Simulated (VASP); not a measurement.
# MgB2 (P6/mmm) in VASP: notebook

Runs on MgB2. Level: r2SCAN. Tasks: single point.

All numbers are computed with VASP 6.6.1; they aren't measurements. Logs are shortened: lines on timing, memory, paths and dates and some standing lists are left out, and cuts for length are marked.

### 1 The cell of the first run

It takes space group P6/mmm (No. 191, hexagonal). Conventional cell: a = 3.105 Å, b = 3.105 Å, c = 3.546 Å, α = 90.00°, β = 90.00°, γ = 120.00°. Mg (site symmetry 6/mmm) has 12 B at 2.52 Å and 6 Mg at 3.11 Å within 3.3 Å. Within 2.4 Å of B (site symmetry -6m2) lie 3 B at 1.79 Å.

### 2 Single point, r2SCAN

Contents of POSCAR:

```
MgB2
1.0
    3.1054310590      0.0000000000      0.0000000000
   -1.5527155295      2.6893821868      0.0000000000
    0.0000000000      0.0000000000      3.5463318058
Mg B
1 2
Direct
    0.0000000000      0.0000000000      0.0000000000
    0.6666666667      0.3333333333      0.5000000000
    0.3333333333      0.6666666667      0.5000000000
```

Contents of INCAR.step1:

```
PREC = Accurate
ENCUT = 660
ISMEAR = -1
SIGMA = 0.05
LREAL = F
LASPH = T
NELM = 120
NBANDS = 15
GGA = PE
ALGO = Normal
EDIFF = 1E-5
LWAVE = T
LCHARG = F
GGA_COMPAT = F
```

Contents of INCAR.step2:

```
PREC = Accurate
ENCUT = 660
EDIFF = 1E-6
ISMEAR = -1
SIGMA = 0.05
LREAL = F
LASPH = T
NELM = 120
ALGO = Normal
ISIF = 2
LWAVE = F
LCHARG = F
METAGGA = R2SCAN
LMIXTAU = T
NBANDS = 15
ISTART = 1
GGA_COMPAT = F
```

Contents of KPOINTS:

```
regular mesh
0
Gamma
  10 10 8
```

Potentials or basis: VASP PAW PBE potentials, release 64 (Mg_sv, B).

Started as:

```bash
cat potpaw_PBE.64/Mg_sv/POTCAR potpaw_PBE.64/B/POTCAR > POTCAR
cp INCAR.step1 INCAR
mpirun -np 1 vasp_std > vasp.out
cp INCAR.step2 INCAR
mpirun -np 1 vasp_std > vasp.out
```

OUTCAR:

```text
PREC = Accurate
   ENCUT = 660
   EDIFF = 1E-6
   ISMEAR = -1
   LREAL = F
   LASPH = T
   NELM = 120
   ISIF = 2
   METAGGA = R2SCAN
   ISTART = 1

 ion  position               nearest neighbor table
   1  0.000  0.000  0.000-
   2  0.667  0.333  0.500-   3 1.79   3 1.79   3 1.79
   3  0.333  0.667  0.500-   2 1.79   2 1.79   2 1.79

  LATTYP: Found a hexagonal cell.
 ALAT       =     3.1054310590
 C/A-ratio  =     1.1419773096

  Lattice vectors:

 A1 = (   3.1054310590,   0.0000000000,   0.0000000000)
 A2 = (  -1.5527155295,   2.6893821868,   0.0000000000)
 A3 = (   0.0000000000,   0.0000000000,   3.5463318058)

Analysis of symmetry for initial positions (statically):
=====================================================================
 Subroutine PRICEL returns:
 Original cell was already a primitive cell.

 Routine SETGRP: Setting up the symmetry group for a
 hexagonal supercell.

 Subroutine GETGRP returns: Found 24 space group operations
 (whereof 24 operations were pure point group operations)
 out of a pool of 24 trial point group operations.

The static configuration has the point symmetry D_6h.

Analysis of symmetry for dynamics (positions and initial velocities):
=====================================================================
 Subroutine PRICEL returns:
 Original cell was already a primitive cell.

 Routine SETGRP: Setting up the symmetry group for a
 hexagonal supercell.

 Subroutine GETGRP returns: Found 24 space group operations
 (whereof 24 operations were pure point group operations)
 out of a pool of 24 trial point group operations.

The dynamic configuration has the point symmetry D_6h.

 Subroutine INISYM returns: Found 24 space group operations
 (whereof 24 operations are pure point group operations),
 and found     1 'primitive' translations

----------------------------------------------------------------------------------------

                                     Primitive cell

  volume of cell :      29.6179

  direct lattice vectors                    reciprocal lattice vectors
     3.105431059  0.000000000  0.000000000     0.322016487  0.185916305  0.000000000
    -1.552715529  2.689382187  0.000000000     0.000000000  0.371832611  0.000000000
     0.000000000  0.000000000  3.546331806     0.000000000  0.000000000  0.281981511

  length of vectors
     3.105431059  3.105431059  3.546331806     0.371832611  0.371832611  0.281981511

  position of ions in fractional coordinates (direct lattice)
     0.000000000  0.000000000  0.000000000
     0.666666667  0.333333333  0.500000000
     0.333333333  0.666666667  0.500000000

  ion indices of the primitive-cell ions
   primitive index   ion index
                 1           1
                 2           2
                 3           3

----------------------------------------------------------------------------------------

 KPOINTS: regular mesh

Automatic generation of k-mesh.
 Grid dimensions read from file:
 generate k-points for:   10   10    8

 Generating k-lattice:

  Cartesian coordinates                     Fractional coordinates (reciprocal lattice)
     0.032201649  0.018591631  0.000000000     0.100000000  0.000000000  0.000000000
     0.000000000  0.037183261  0.000000000     0.000000000  0.100000000  0.000000000
     0.000000000  0.000000000  0.035247689     0.000000000  0.000000000  0.125000000

  Length of vectors
     0.037183261  0.037183261  0.035247689

  Shift w.r.t. Gamma in fractional coordinates (k-lattice)
     0.000000000  0.000000000  0.000000000

 Subroutine IBZKPT returns following result:
 ===========================================

 Found     70 irreducible k-points:

 Following reciprocal coordinates:
            Coordinates               Weight
  0.000000  0.000000  0.000000      1.000000
  0.100000  0.000000  0.000000      6.000000
  0.200000  0.000000  0.000000      6.000000
  0.300000  0.000000  0.000000      6.000000
  0.400000  0.000000  0.000000      6.000000
  0.500000  0.000000  0.000000      3.000000
[... 16 lines left out ...]
  0.300000  0.100000  0.125000     24.000000
  0.400000  0.100000  0.125000     24.000000
 [... further k-points ...]
   k-points           NKPTS =     70   k-points in BZ     NKDIM =     70   number of bands    NBANDS=     15
   number of dos      NEDOS =    301   number of ions     NIONS =      3
   total plane-waves  NPLWV =  23520
   dimension x,y,z NGX =    28 NGY =   28 NGZ =   30
   dimension x,y,z NGXF=    56 NGYF=   56 NGZF=   60
   ions per type =               1   2
   NGX,Y,Z   is equivalent  to a cutoff of  14.99, 14.99, 14.06 a.u.
   NGXF,Y,Z  is equivalent  to a cutoff of  29.98, 29.98, 28.13 a.u.
 SYSTEM =  unknown system
   PREC   = accura    normal or accurate (medium, high low for compatibility)
   ISTART =      1    job   : 0-new  1-cont  2-samecut
   ICHARG =      0    charge: 1-file 2-atom 10-const
   ISPIN  =      1    spin polarized calculation?
   LNONCOLLINEAR =      F non collinear calculations
   LSORBIT =      F    spin-orbit coupling
   LASPH  =      T    aspherical Exc in radial PAW
   ENCUT  =  660.0 eV  48.51 Ry    6.96 a.u.   6.51  6.51  7.43*2*pi/ulx,y,z
   NELM   =    120;   NELMIN=  2; NELMDL=  0     # of ELM steps
   EDIFF  = 0.1E-05   stopping-criterion for ELM
   LREAL  =      F    real-space projection
   EDIFFG = 0.1E-04   stopping-criterion for IOM
   NSW    =      0    number of steps for IOM
   IBRION =     -1    ionic relax: 0-MD 1-quasi-New 2-CG
   NFREE  =      0    steps in history (QN), initial steepest desc. (CG)
   ISIF   =      2    stress and relaxation
   ISYM   =      2    0-nonsym 1-usesym 2-fastsym
   POTIM  = 0.5000    time-step for ionic-motion
   TEBEG  =    0.0;   TEEND  =   0.0 temperature during run
   PSTRESS=    0.0 pullay stress
   NELECT =      16.0000    total number of electrons
   NUPDOWN=      -1.0000    fix difference up-down
   EMIN   =  10.00;   EMAX   =-10.00  energy-range for DOS
   EFERMI =   0.00;   METHOD = LEGACY
   ISMEAR =    -1;   SIGMA  =   0.05  broadening in eV -4-tet -1-fermi 0-gaus
   EFERMI_NEDOS =   21; number of points for ismear=-14 and -15
   IALGO  =     38    algorithm
   IMIX   =      4    mixing-type and parameters
     AMIX     =   0.40;   BMIX     =  1.00
     AMIX_MAG =   1.60;   BMIX_MAG =  1.00
  volume/ion in A,a.u.               =       9.87        66.62
  Fermi-wavevector in a.u.,A,eV,Ry     =   1.333307  2.519585 24.187188  1.777708
  Thomas-Fermi vector in A             =   2.462176
   LORBIT       =      0    0 simple, 1 ext, 2 COOP (PROOUT), +10 PAW based schemes
   METAGGA = R2SCAN    functional components
   LHFCALC =     F    Hartree Fock is set to
   AEXX    =    0.0000 exact exchange contribution
   IVDW    =     0    specifies the selected vdW correction
   LEPSILON=     F    determine dielectric tensor
   LRPA    =     F    only Hartree local field effects (RPA)
 non-spin polarized calculation
  energy-cutoff  :      660.00
  volume of cell :       29.62
 maximum number of plane-waves:      1166
 NGX is ok and might be reduce to    28
   NGX = 13   NGY = 13   NGZ = 15

 number of electron      16.0000017 magnetization

 Free energy of the ion-electron system (eV)
  ---------------------------------------------------
  ext. energy  EPLUGINS =         0.00000000
  ---------------------------------------------------
  free energy    TOTEN  =       -19.42315583 eV

  energy without entropy =      -19.41737231  energy(sigma->0) =      -19.42026407

 E-fermi :   5.0208     XC(G=0): -11.7234

 val. band max:        4.9983956939   @ k =   0.4000   0.0000   0.5000
 cond. band min:       5.0275610705   @ k =   0.3000   0.2000   0.0000
 fundamental gap:      0.0291653765
 Fermi energy:         5.0208088045

 k-point     1 :       0.0000    0.0000    0.0000
  band No.  band energies     occupation
      1     -73.3553      2.00000
      2     -38.4715      2.00000
      3     -38.4715      2.00000
      4     -38.4519      2.00000
      5      -8.1048      2.00000
      6       1.9019      2.00000
      7       5.3528      0.00261
      8       5.3528      0.00261
      9       6.9165      0.00000
     10      11.5206      0.00000
     11      11.5206      0.00000
     12      13.2243      0.00000
     13      15.5950      0.00000
     14      18.6261      0.00000
     15      22.0615      0.00000

 k-point     2 :       0.1000    0.0000    0.0000
  band No.  band energies     occupation
      1     -73.3551      2.00000
      2     -38.4748      2.00000
      3     -38.4722      2.00000
      4     -38.4514      2.00000
      5      -7.9235      2.00000
      6       2.0788      2.00000
      7       4.4330      1.99998
      8       4.9369      1.68551
      9       7.0758      0.00000
     10      11.4082      0.00000
     11      12.3061      0.00000
     12      13.6984      0.00000
     13      14.9167      0.00000
     14      19.4714      0.00000
     15      21.2101      0.00000

 k-point     3 :       0.2000    0.0000    0.0000
  band No.  band energies     occupation
      1     -73.3543      2.00000
      2     -38.4837      2.00000
      3     -38.4743      2.00000
      4     -38.4500      2.00000
      5      -7.3829      2.00000
      6       2.4629      2.00000
      7       2.6037      2.00000
      8       4.1104      2.00000
      9       7.5567      0.00000
     10      10.8754      0.00000
     11      13.2193      0.00000
     12      14.2180      0.00000
     13      14.6483      0.00000
     14      20.0084      0.00000
     15      20.4205      0.00000
[... 343 lines left out ...]
 k-point    23 :       0.3000    0.1000    0.1250
  band No.  band energies     occupation
      1     -73.3529      2.00000
      2     -38.4993      2.00000
      3     -38.4799      2.00000
      4     -38.4484      2.00000
      5      -5.6766      2.00000
      6      -0.5934      2.00000
      7       2.3614      2.00000
      8       3.2037      2.00000
      9       8.9136      0.00000
     10      10.1776      0.00000
     11      11.3857      0.00000
     12      14.7142      0.00000
     13      16.1431      0.00000
     14      17.5470      0.00000
     15      20.0771      0.00000

 k-point    24 :       0.4000    0.1000    0.1250
  band No.  band energies     occupation
      1     -73.3524      2.00000
      2     -38.5051      2.00000
      3     -38.4818      2.00000
      4     -38.4474      2.00000
      5      -4.3642      2.00000
      6      -2.4487      2.00000
      7       2.0117      2.00000
      8       4.2846      2.00000
      9       7.3499      0.00000
     10      10.4419      0.00000
     11      11.7336      0.00000
     12      13.9015      0.00000
     13      15.7198      0.00000
     14      19.2203      0.00000
     15      20.0417      0.00000

 [... further k-points ...]
[... 5 lines left out ...]
  --------------------------------------------------------------------------------------
  -------------------------------------------------------------------------------------
  Total       -1.0614689     -1.0614689     -0.7912127      0.0000000     -0.0000000      0.0000000
  in kB      -57.4201177    -57.4201177    -42.8006212      0.0000000     -0.0000000      0.0000000
  external PRESSURE =     -52.5469522 kB  Pullay stress =       0.0000000 kB

 VOLUME and BASIS-vectors are now :
 -----------------------------------------------------------------------------
  energy-cutoff  :      660.00
  volume of cell :       29.62
      direct lattice vectors                 reciprocal lattice vectors
     3.105431059  0.000000000  0.000000000     0.322016487  0.185916305  0.000000000
    -1.552715529  2.689382187  0.000000000     0.000000000  0.371832611  0.000000000
     0.000000000  0.000000000  3.546331806     0.000000000  0.000000000  0.281981511

 POSITION                                       TOTAL-FORCE (eV/Angst)
 -----------------------------------------------------------------------------------
      0.00000      0.00000      0.00000         0.000000      0.000000     -0.000000
      1.55272      0.89646      1.77317         0.000000     -0.000000      0.000000
     -0.00000      1.79292      1.77317        -0.000000      0.000000     -0.000000
 -----------------------------------------------------------------------------------
    total drift:                               -0.000000      0.000000      0.000000

  FREE ENERGIE OF THE ION-ELECTRON SYSTEM (eV)
  ---------------------------------------------------
  free  energy   TOTEN  =       -19.4231558268 eV

  energy  without entropy=      -19.4173723090  energy(sigma->0) =      -19.42026407
```

Run time: 5.7 min. Hardware: 1 thread of AMD EPYC, shared host; peak memory 0.16 GiB.

Results:

* Free energy: -19.4232 eV
* Pressure: -5.3 GPa
* Band gap on the k mesh: zero (band 8 reaches 6.15 eV, above the bottom of band 9 at 3.64 eV)

Caveat: the PAW data sets were made with another functional, which shifts forces and pressure a little.

### 3 Single point, r2SCAN

This run uses another cell than the first one, of 10.26 Å³/atom, 1.039 times its volume.

Contents of POSCAR:

```
MgB2
1.0
    3.1455055572      0.0000000000      0.0000000000
   -1.5727527786      2.7240877203      0.0000000000
    0.0000000000      0.0000000000      3.5920959734
Mg B
1 2
Direct
    0.0000000000      0.0000000000      0.0000000000
    0.6666666667      0.3333333333      0.5000000000
    0.3333333333      0.6666666667      0.5000000000
```

Contents of INCAR.step1:

```
SYSTEM = MgB2
PREC     = Accurate       ! precision mode
ENCUT    = 660            ! plane-wave cutoff, eV
ISMEAR   = -1             ! smearing method
SIGMA    = 0.05           ! smearing width, eV
LREAL    = .False.        ! projectors in reciprocal space
LASPH    = .True.         ! aspherical terms in the spheres
NELM     = 120            ! most SCF steps
NBANDS   = 15             ! bands
GGA      = PE             ! functional
ALGO     = Normal         ! electronic algorithm
EDIFF    = 1E-5           ! SCF threshold, eV
LWAVE    = .True.         ! write WAVECAR
LCHARG   = .False.        ! write CHGCAR
GGA_COMPAT= .False.
```

Contents of INCAR.step2:

```
SYSTEM = MgB2
PREC     = Accurate       ! precision mode
ENCUT    = 660            ! plane-wave cutoff, eV
EDIFF    = 1E-6           ! SCF threshold, eV
ISMEAR   = -1             ! smearing method
SIGMA    = 0.05           ! smearing width, eV
LREAL    = .False.        ! projectors in reciprocal space
LASPH    = .True.         ! aspherical terms in the spheres
NELM     = 120            ! most SCF steps
ALGO     = Normal         ! electronic algorithm
ISIF     = 2              ! what is computed and relaxed
LWAVE    = .False.        ! write WAVECAR
LCHARG   = .False.        ! write CHGCAR
METAGGA  = R2SCAN         ! meta-GGA
LMIXTAU  = .True.       
NBANDS   = 15             ! bands
ISTART   = 1            
GGA_COMPAT= .False.
```

Contents of KPOINTS:

```
Automatic mesh
0
Gamma
  10 10 8
  0 0 0
```

Potentials or basis: VASP PAW PBE potentials, release 64 (Mg_sv, B).

Started as:

```bash
cat potpaw_PBE.64/Mg_sv/POTCAR potpaw_PBE.64/B/POTCAR > POTCAR
cp INCAR.step1 INCAR
mpirun -np 1 vasp_std > vasp.out
cp INCAR.step2 INCAR
mpirun -np 1 vasp_std > vasp.out
```

Run time: 3.6 min. Hardware: 1 thread of AMD EPYC 7R43 (Zen 3), shared host; peak memory 0.15 GiB.

The run converged. Its results:

```yaml
Free_energy: -19.3702 eV
Pressure: -10.3 GPa
Band_gap_on_the_k_mesh: zero (band 8 reaches 5.88 eV, above the bottom of band 9 at 3.43 eV)
```

Stress tensor (GPa, compression positive):
```
-11.40   0.00   0.00
  0.00 -11.40   0.00
  0.00   0.00  -7.95
```

Levels at points of the mesh, in eV from the Fermi level:
```
           k point  band 5  band 6  band 7  band 8  band 9  band 10  band 11  band 12
(0.00, 0.00, 0.00)  -12.89   -3.04    0.31    0.31    1.80     6.34     6.34     7.78
(0.50, 0.00, 0.00)   -9.03   -8.07   -2.28    0.18    3.12     3.92     5.45     7.35
(0.00, 0.00, 0.50)  -11.69   -7.48    0.68    0.68    6.68     6.68     8.17     9.43
(0.50, 0.00, 0.50)   -8.09   -7.19   -3.62   -1.98   -1.21     5.59     9.12     9.17
```

Caveat: the PAW data sets were made with another functional, which shifts forces and pressure a little.
